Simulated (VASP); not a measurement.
# Ge in VASP: notebook

Ge is run at these levels: PBEsol; tasks: single point.

All numbers are computed with VASP 6.6.1; they aren't measurements. Logs are shortened: lines on timing, memory, paths and dates and some standing lists are left out, and cuts for length are marked.

### Step 1. The cell of the first run

The cell holds a slab with vacuum, 6 atoms: a = 4.013 Å, b = 4.013 Å, c = 20.435 Å, α = 90.00°, β = 90.00°, γ = 120.00°.

### Step 2. Single point, PBEsol

Input file INCAR:

```
SYSTEM = Ge
PREC = Accurate
ENCUT = 520
EDIFF = 1E-7
ISMEAR = -1
SIGMA = 0.02
LREAL = .False.
LASPH = .True.
NELM = 80
ALGO = Normal
ISIF = 2
LWAVE = .False.
LCHARG = .False.
LDIPOL = .True.
IDIPOL = 3
DIPOL = 0.5 0.5 0.500
GGA = PS
NBANDS = 51
```

Input file KPOINTS:

```
regular mesh
0
Gamma
  7 7 1
  0 0 0
```

Input file POSCAR:

```
Ge
1.0
    4.0132604624      0.0000000000      0.0000000000
   -2.0066302312      3.4755855125      0.0000000000
    0.0000000000      0.0000000000     20.4353000000
Ge
6
Direct
    0.0000000000      0.0000000000      0.3180760352
    0.3333333333      0.6666666667      0.3563898106
    0.3333333333      0.6666666667      0.4802624012
    0.6666666667      0.3333333333      0.5197375438
    0.6666666667      0.3333333333      0.6436101627
    0.0000000000      0.0000000000      0.6819239648
```

Potentials or basis: VASP PAW PBE potentials, release 64 (Ge_d).

Command:

```sh
$ cat potpaw_PBE.64/Ge_d/POTCAR > POTCAR
$ mpirun -np 1 vasp_std > vasp.out
```

OUTCAR:

```text
SYSTEM = Ge
   PREC = Accurate
   ENCUT = 520
   EDIFF = 1E-7
   ISMEAR = -1
   LREAL = .False.
   LASPH = .True.
   NELM = 80
   ISIF = 2
   GGA = PS

 ion  position               nearest neighbor table
   1  0.000  0.000  0.318-   2 2.45   2 2.45   2 2.45
   2  0.333  0.667  0.356-   1 2.45   1 2.45   1 2.45   3 2.53
   3  0.333  0.667  0.480-   4 2.45   4 2.45   4 2.45   2 2.53
   4  0.667  0.333  0.520-   3 2.45   3 2.45   3 2.45   5 2.53
   5  0.667  0.333  0.644-   6 2.45   6 2.45   6 2.45   4 2.53
   6  0.000  0.000  0.682-   5 2.45   5 2.45   5 2.45

  LATTYP: Found a hexagonal cell.
 ALAT       =     4.0132604624
 C/A-ratio  =     5.0919446150

  Lattice vectors:

 A1 = (   4.0132604624,   0.0000000000,   0.0000000000)
 A2 = (  -2.0066302312,   3.4755855125,   0.0000000000)
 A3 = (   0.0000000000,   0.0000000000,  20.4353000000)

Analysis of symmetry for initial positions (statically):
=====================================================================
 Subroutine PRICEL returns:
 Original cell was already a primitive cell.

 Routine SETGRP: Setting up the symmetry group for a
 hexagonal supercell.

 Subroutine GETGRP returns: Found 12 space group operations
 (whereof 12 operations were pure point group operations)
 out of a pool of 24 trial point group operations.

The static configuration has the point symmetry D_3d.

Analysis of symmetry for dynamics (positions and initial velocities):
=====================================================================
 Subroutine PRICEL returns:
 Original cell was already a primitive cell.

 Routine SETGRP: Setting up the symmetry group for a
 hexagonal supercell.

 Subroutine GETGRP returns: Found 12 space group operations
 (whereof 12 operations were pure point group operations)
 out of a pool of 24 trial point group operations.

The dynamic configuration has the point symmetry D_3d.

 Subroutine INISYM returns: Found 12 space group operations
 (whereof 12 operations are pure point group operations),
 and found     1 'primitive' translations

----------------------------------------------------------------------------------------

                                     Primitive cell

  volume of cell :     285.0403

[... 82 lines left out ...]
   NSW    =      0    number of steps for IOM
   IBRION =     -1    ionic relax: 0-MD 1-quasi-New 2-CG
   NFREE  =      0    steps in history (QN), initial steepest desc. (CG)
   ISIF   =      2    stress and relaxation
   ISYM   =      2    0-nonsym 1-usesym 2-fastsym
   POTIM  = 0.5000    time-step for ionic-motion
   TEBEG  =    0.0;   TEEND  =   0.0 temperature during run
   PSTRESS=    0.0 pullay stress
   NELECT =      84.0000    total number of electrons
   NUPDOWN=      -1.0000    fix difference up-down
   EMIN   =  10.00;   EMAX   =-10.00  energy-range for DOS
   EFERMI =   0.00;   METHOD = LEGACY
   ISMEAR =    -1;   SIGMA  =   0.02  broadening in eV -4-tet -1-fermi 0-gaus
   EFERMI_NEDOS =   21; number of points for ismear=-14 and -15
   IALGO  =     38    algorithm
   IMIX   =      4    mixing-type and parameters
     AMIX     =   0.40;   BMIX     =  1.00
     AMIX_MAG =   1.60;   BMIX_MAG =  1.00
  volume/ion in A,a.u.               =      47.51       320.59
  Fermi-wavevector in a.u.,A,eV,Ry     =   1.089430  2.058723 16.148166  1.186857
  Thomas-Fermi vector in A             =   2.225633
   LORBIT       =      0    0 simple, 1 ext, 2 COOP (PROOUT), +10 PAW based schemes
   GGA     = PS    functional components
   LHFCALC =     F    Hartree Fock is set to
   AEXX    =    0.0000 exact exchange contribution
   IVDW    =     0    specifies the selected vdW correction
   LEPSILON=     F    determine dielectric tensor
   LRPA    =     F    only Hartree local field effects (RPA)
 non-spin polarized calculation
  energy-cutoff  :      520.00
  volume of cell :      285.04
 maximum number of plane-waves:      7705
 NGX is ok and might be reduce to    30
   NGX = 15   NGY = 15   NGZ = 75

 number of electron      84.0000059 magnetization

 dipolmoment           0.000000      0.000000      0.000009 electrons x Angstroem

 Free energy of the ion-electron system (eV)
  ---------------------------------------------------
  ext. energy  EPLUGINS =         0.00000000
  ---------------------------------------------------
  free energy    TOTEN  =       -27.63882021 eV

  energy without entropy =      -27.63513129  energy(sigma->0) =      -27.63697575

 E-fermi :  -0.3329     XC(G=0):  -5.5491

 val. band max:       -0.5375714937   @ k =   0.1429   0.1429   0.0000
 cond. band min:      -0.3163545302   @ k =   0.4286   0.1429   0.0000
 fundamental gap:      0.2212169635
 Fermi energy:        -0.3329388954

 k-point     1 :       0.0000    0.0000    0.0000
  band No.  band energies     occupation
      1     -24.8006      2.00000
      2     -24.8006      2.00000
      3     -24.7599      2.00000
      4     -24.7449      2.00000
      5     -24.7396      2.00000
      6     -24.7396      2.00000
[... 421 lines left out ...]
     50       5.1573      0.00000
     51       5.4299      0.00000

------------------------ aborting loop because EDIFF is reached ----------------------------------------

 vacuum level on the upper side and lower side of the slab       (xc-potential included)        -0.204        -0.204

  FORCE on cell =-STRESS in cart. coord.  units (eV):
  Direction    XX          YY          ZZ          XY          YZ          ZX
  --------------------------------------------------------------------------------------
  -------------------------------------------------------------------------------------
  Total       -0.3105604     -0.3105604      0.0131082     -0.0000000      0.0000000     -0.0000000
  in kB       -1.7456225     -1.7456225      0.0736798     -0.0000000      0.0000000     -0.0000000
  external PRESSURE =      -1.1391884 kB  Pullay stress =       0.0000000 kB

 VOLUME and BASIS-vectors are now :
 -----------------------------------------------------------------------------
  energy-cutoff  :      520.00
  volume of cell :      285.04
      direct lattice vectors                 reciprocal lattice vectors
     4.013260462  0.000000000  0.000000000     0.249173960  0.143860653  0.000000000
    -2.006630231  3.475585512  0.000000000     0.000000000  0.287721305  0.000000000
     0.000000000  0.000000000 20.435300000     0.000000000  0.000000000  0.048934931

 POSITION                                       TOTAL-FORCE (eV/Angst)
 -----------------------------------------------------------------------------------
      0.00000      0.00000      6.49998         0.000000      0.000000      0.006371
     -0.00000      2.31706      7.28293        -0.000000      0.000000     -0.011450
     -0.00000      2.31706      9.81431         0.000000      0.000000     -0.005359
      2.00663      1.15853     10.62099        -0.000000     -0.000000      0.005359
      2.00663      1.15853     13.15237         0.000000      0.000000      0.011450
      0.00000      0.00000     13.93532        -0.000000     -0.000000     -0.006371
 -----------------------------------------------------------------------------------
    total drift:                               -0.000000      0.000000      0.001942

  FREE ENERGIE OF THE ION-ELECTRON SYSTEM (eV)
  ---------------------------------------------------
  free  energy   TOTEN  =       -27.6388202067 eV

  energy  without entropy=      -27.6351312887  energy(sigma->0) =      -27.63697575

 vacuum level on the upper side and lower side of the slab         4.184         4.184
```

It took 2.2 min on 1 thread of Intel Xeon Platinum 8488C (Sapphire Rapids), shared host; peak memory 0.36 GiB.

What came out:

```yaml
Free_energy: -27.6388 eV
Largest_force: 0.011 eV/Å
Band_gap_on_the_k_mesh: zero (bands 42 and 43 overlap by 0.09 eV)
```

Forces on the atoms (eV/Å):
```
Ge   0.000  0.000  0.006
Ge   0.000  0.000 -0.011
Ge   0.000  0.000 -0.005
Ge   0.000  0.000  0.005
Ge   0.000  0.000  0.011
Ge   0.000  0.000 -0.006
```

Levels at points of the mesh, in eV from the Fermi level:
```
           k point  band 39  band 40  band 41  band 42  band 43  band 44  band 45  band 46
(0.00, 0.00, 0.00)    -0.33    -0.33     0.11     0.11     0.55     0.86     1.28     1.41
```

Caveat: the PAW data sets were made with another functional, which shifts forces and pressure a little.

### Step 3. Single point, PBEsol

Input file INCAR:

```
ALGO     = Normal         # electronic algorithm
DIPOL    = 0.5 0.5 0.500
EDIFF    = 1E-6           # SCF threshold, eV
ENCUT    = 520            # plane-wave cutoff, eV
GGA      = PS             # functional
IDIPOL   = 3            
ISIF     = 2              # what is computed and relaxed
ISMEAR   = -1             # smearing method
LASPH    = T              # aspherical terms in the spheres
LCHARG   = F              # write CHGCAR
LDIPOL   = T            
LREAL    = F              # projectors in reciprocal space
LWAVE    = F              # write WAVECAR
NBANDS   = 51             # bands
NELM     = 80             # most SCF steps
PREC     = Accurate       # precision mode
SIGMA    = 0.02           # smearing width, eV
```

Input file KPOINTS:

```
k-points
0
Gamma
  7 7 1
```

POSCAR is that of step 2.

Potentials or basis: VASP PAW PBE potentials, release 64 (Ge_d).

Command:

```sh
$ cat potpaw_PBE.64/Ge_d/POTCAR > POTCAR
$ mpirun -np 1 vasp_std > vasp.out
```

OUTCAR:

```text
EDIFF = 1E-6
   ENCUT = 520
   GGA = PS
   ISIF = 2
   ISMEAR = -1
   LASPH = T
   LREAL = F
   NELM = 80
   PREC = Accurate

 ion  position               nearest neighbor table
   1  0.000  0.000  0.318-   2 2.45   2 2.45   2 2.45
   2  0.333  0.667  0.356-   1 2.45   1 2.45   1 2.45   3 2.53
   3  0.333  0.667  0.480-   4 2.45   4 2.45   4 2.45   2 2.53
   4  0.667  0.333  0.520-   3 2.45   3 2.45   3 2.45   5 2.53
   5  0.667  0.333  0.644-   6 2.45   6 2.45   6 2.45   4 2.53
   6  0.000  0.000  0.682-   5 2.45   5 2.45   5 2.45

  LATTYP: Found a hexagonal cell.
[... 623 lines left out ...]
  Total       -0.3441794     -0.3441794     -0.0186778     -0.0000000      0.0000000      0.0000000
  in kB       -1.9345907     -1.9345907     -0.1049857     -0.0000000      0.0000000      0.0000000
  external PRESSURE =      -1.3247224 kB  Pullay stress =       0.0000000 kB

 VOLUME and BASIS-vectors are now :
 -----------------------------------------------------------------------------
  energy-cutoff  :      520.00
  volume of cell :      285.04
      direct lattice vectors                 reciprocal lattice vectors
     4.013260462  0.000000000  0.000000000     0.249173960  0.143860653  0.000000000
    -2.006630231  3.475585512  0.000000000     0.000000000  0.287721305  0.000000000
     0.000000000  0.000000000 20.435300000     0.000000000  0.000000000  0.048934931

 POSITION                                       TOTAL-FORCE (eV/Angst)
 -----------------------------------------------------------------------------------
      0.00000      0.00000      6.49998        -0.000000     -0.000000      0.006549
     -0.00000      2.31706      7.28293        -0.000000      0.000000     -0.011587
     -0.00000      2.31706      9.81431         0.000000      0.000000     -0.005372
      2.00663      1.15853     10.62099        -0.000000      0.000000      0.005372
      2.00663      1.15853     13.15237         0.000000      0.000000      0.011587
      0.00000      0.00000     13.93532         0.000000     -0.000000     -0.006549
 -----------------------------------------------------------------------------------
    total drift:                               -0.000000      0.000000      0.001943

  FREE ENERGIE OF THE ION-ELECTRON SYSTEM (eV)
  ---------------------------------------------------
  free  energy   TOTEN  =       -27.6388203562 eV

  energy  without entropy=      -27.6351314184  energy(sigma->0) =      -27.63697589

 vacuum level on the upper side and lower side of the slab         4.228         4.228
```

stdout:

```text
POSCAR found type information on POSCAR Ge
 POSCAR found :  1 types and       6 ions
 scaLAPACK will be used
 -----------------------------------------------------------------------------
|                                                                             |
|                                                                             |
|     You enforced a specific xc type in the INCAR file but a different       |
|     I HOPE YOU KNOW WHAT YOU ARE DOING!                                     |
|                                                                             |
 -----------------------------------------------------------------------------

 LDA part: xc-table for (Slater+PW92), standard interpolation
 POSCAR, INCAR and KPOINTS ok, starting setup
 FFT: planning ... GRIDC
 FFT: planning ... GRID_SOFT
 FFT: planning ... GRID
 WAVECAR not read
 entering main loop
```

Run time: 2.1 min. Hardware: 1 thread of Intel Xeon Platinum 8488C (Sapphire Rapids), shared host; peak memory 0.37 GiB.

What came out:

```yaml
Free_energy: -27.6388 eV
Largest_force: 0.012 eV/Å
Band_gap_on_the_k_mesh: zero (bands 42 and 43 overlap by 0.09 eV)
```

Forces in eV/Å, atoms in the order of the input:
```
Ge   0.000  0.000  0.007
Ge   0.000  0.000 -0.012
Ge   0.000  0.000 -0.005
Ge   0.000  0.000  0.005
Ge   0.000  0.000  0.012
Ge   0.000  0.000 -0.007
```

Caveat: the PAW data sets were made with another functional, which shifts forces and pressure a little.

### Step 4. Single point, PBEsol

This run uses another cell than the first one.

Input file INCAR:

```
SYSTEM = Ge
PREC     = Accurate       ! precision mode
ENCUT    = 520            ! plane-wave cutoff, eV
EDIFF    = 1E-6           ! SCF threshold, eV
ISMEAR   = -1             ! smearing method
SIGMA    = 0.02           ! smearing width, eV
LREAL    = .False.        ! projectors in reciprocal space
LASPH    = .True.         ! aspherical terms in the spheres
NELM     = 60             ! most SCF steps
ALGO     = Normal         ! electronic algorithm
ISIF     = 2              ! what is computed and relaxed
LWAVE    = .False.        ! write WAVECAR
LCHARG   = .False.        ! write CHGCAR
LDIPOL   = .True.       
IDIPOL   = 3            
DIPOL    = 0.5 0.5 0.500
GGA      = PS             ! functional
NBANDS   = 51             ! bands
```

Input file KPOINTS:

```
regular mesh
0
Gamma
  7 7 1
  0 0 0
```

Input file POSCAR:

```
Ge
1.0
    4.0132604624      0.0000000000      0.0000000000
   -2.0066302312      3.4755855125      0.0000000000
    0.0000000000      0.0000000000     23.3728000000
Ge
6
Direct
    0.0000000000      0.0000000000      0.3422775565
    0.3333333340      0.6666666660      0.3773269879
    0.3333333340      0.6666666660      0.4824752835
    0.6666666670      0.3333333330      0.5175247157
    0.6666666670      0.3333333330      0.6226730113
    0.0000000000      0.0000000000      0.6577224435
```

Command:

```sh
$ cat potpaw_PBE.64/Ge_d/POTCAR > POTCAR
$ mpirun -np 1 vasp_std > vasp.out
```

It took 3.1 min on 1 thread of Intel Xeon Platinum 8488C (Sapphire Rapids), shared host; peak memory 0.44 GiB.

The run converged. Its results:

```
Free energy            : -27.6086 eV
Largest force          : 0.481 eV/Å
Band gap on the k mesh : zero (bands 42 and 43 overlap by 0.25 eV)
```

Forces on the atoms (eV/Å):
```
Ge   0.000  0.000  0.128
Ge   0.000  0.000 -0.481
Ge   0.000  0.000  0.344
Ge   0.000  0.000 -0.344
Ge   0.000  0.000  0.481
Ge   0.000  0.000 -0.128
```

Levels at points of the mesh, in eV from the Fermi level:
```csv
k point,band 40,band 41,band 42,band 43,band 44,band 45
"(0.00, 0.00, 0.00)",-0.22,0.26,0.26,0.66,0.97,1.40
```

Caveat: the PAW data sets were made with another functional, which shifts forces and pressure a little.

### Step 5. Single point, PBEsol

This run uses another cell than the first one.

Input file INCAR:

```
SYSTEM = Ge
PREC = Accurate
ENCUT = 520
EDIFF = 1E-6
ISMEAR = -1
SIGMA = 0.02
LREAL = .False.
LASPH = .True.
NELM = 100
ALGO = Normal
ISIF = 2
LWAVE = .False.
LCHARG = .True.
LDIPOL = .True.
IDIPOL = 3
DIPOL = 0.5 0.5 0.500
GGA = PS
LELF = .True.
LVHAR = .True.
LVACPOTAV = .True.
NBANDS = 51
```

Input file KPOINTS:

```
Automatic mesh
0
Gamma
  7 7 1
  0 0 0
```

Input file POSCAR:

```
Ge
1.0
    4.0132604624      0.0000000000      0.0000000000
   -2.0066302312      3.4755855125      0.0000000000
    0.0000000000      0.0000000000     23.3728000000
Ge
6
Direct
    0.0000000000      0.0000000000      0.3409403013
    0.3333333333      0.6666666667      0.3744387908
    0.3333333333      0.6666666667      0.4827430397
    0.6666666667      0.3333333333      0.5172569354
    0.6666666667      0.3333333333      0.6255612092
    0.0000000000      0.0000000000      0.6590597220
```

Command:

```sh
$ cat potpaw_PBE.64/Ge_d/POTCAR > POTCAR
$ mpirun -np 1 vasp_std > vasp.out
```

Wall time 2.8 min (1 thread of Intel Xeon Platinum 8488C (Sapphire Rapids), shared host); peak memory 0.44 GiB.

Results (log left out):

```
Free energy            : -27.6383 eV
Largest force          : 0.011 eV/Å
Band gap on the k mesh : zero (bands 42 and 43 overlap by 0.09 eV)
```

Forces on the atoms (eV/Å):
```
Ge   0.000  0.000  0.007
Ge   0.000  0.000 -0.011
Ge   0.000  0.000 -0.005
Ge   0.000  0.000  0.005
Ge   0.000  0.000  0.011
Ge   0.000  0.000 -0.007
```

Levels at points of the mesh, in eV from the Fermi level:
```csv
k point,band 38,band 39,band 40,band 41,band 42,band 43,band 44,band 45,band 46,band 47
"(0.00, 0.00, 0.00)",-0.81,-0.33,-0.33,0.11,0.11,0.55,0.86,1.28,1.41,3.41
```

Caveat: the PAW data sets were made with another functional, which shifts forces and pressure a little.

### Step 6. The runs side by side

```tsv
cell	gap on the mesh (eV)	largest force (eV/Å)
a = 4.013, b = 4.013, c = 20.435 Å, angles 90.0, 90.0, 120.0°, 6 atoms, atomic positions A	none	0.01
a = 4.013, b = 4.013, c = 23.373 Å, angles 90.0, 90.0, 120.0°, 6 atoms, atomic positions B	none	0.48
a = 4.013, b = 4.013, c = 23.373 Å, angles 90.0, 90.0, 120.0°, 6 atoms, atomic positions A	none	0.01
```

Alike in all rows: task single point; level PBEsol; potentials or basis VASP PAW PBE potentials, release 64 (Ge_d); no spin polarisation; k mesh 7 × 7 × 1; cutoff (eV) 520; smearing fermi-dirac 0.02 eV.

Caveats: the PAW data sets were made with another functional, which shifts forces and pressure a little.

Absolute energies hang on the potentials; compare differences alone.

The gap in the log of VASP goes by the Fermi energy; the results here count the filled bands.